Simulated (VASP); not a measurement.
**AlN: single point with LDA**

Crystal: AlN.

```
Al N
1.0
     3.03314    0.00000    0.00000
    -1.51657    2.62678    0.00000
     0.00000    0.00000    4.85323
Al N
2 2
Cartesian
  0.0000 1.7512 0.0000
  1.5166 0.8756 2.4266
  0.0000 1.7512 1.8442
  1.5166 0.8756 4.2708
```

- Program: VASP 6.6.1
- Task: single point
- Functional: LDA
- Potentials or basis: VASP PAW LDA potentials, release 64 (Al, N)
- Cutoff: 520 eV
- k mesh: 12 × 12 × 4
- Occupations: gaussian, width 0.01 eV
- Spin: no spin polarisation
- Dipole correction: no
- Further INCAR settings: ALGO = Normal; EDIFF = 1e-06; NBANDS = 16

* Pressure: 13.7 GPa
* Largest force: 0.183 eV/Å
* Band gap on the k mesh: 4.93 eV (least direct gap 4.95 eV)

Forces on the atoms (eV/Å):
```
Al   0.000  0.000 -0.183
Al   0.000  0.000 -0.183
N    0.000  0.000  0.183
N    0.000  0.000  0.183
```

Stress tensor (GPa, compression positive):
```
13.32  0.00  0.00
 0.00 13.32  0.00
 0.00  0.00 14.51
```

Levels at points of the mesh, in eV from the valence-band top:
```
           k point  band 4  band 5  band 6  band 7  band 8  band 9  band 10  band 11  band 12  band 13
(0.00, 0.00, 0.00)   -0.87   -0.87   -0.20   -0.20    0.00    4.95     7.24    11.12    11.53    11.53
(0.50, 0.00, 0.00)   -4.35   -3.55   -2.18   -1.91   -0.68    5.85     5.93     8.79    10.73    11.18
(0.00, 0.00, 0.50)   -3.45   -0.54   -0.54   -0.54   -0.54    7.11     7.11    10.80    10.80    11.85
(0.50, 0.00, 0.50)   -5.94   -1.52   -1.52   -1.43   -1.43    5.46     5.46     9.59     9.59    12.61
```

It took 32 s on 1 thread of Intel Xeon 8259CL, on a shared host, peak memory 0.15 GiB.

Caveat: the cell stands under pressure. A k mesh can miss the band edges.
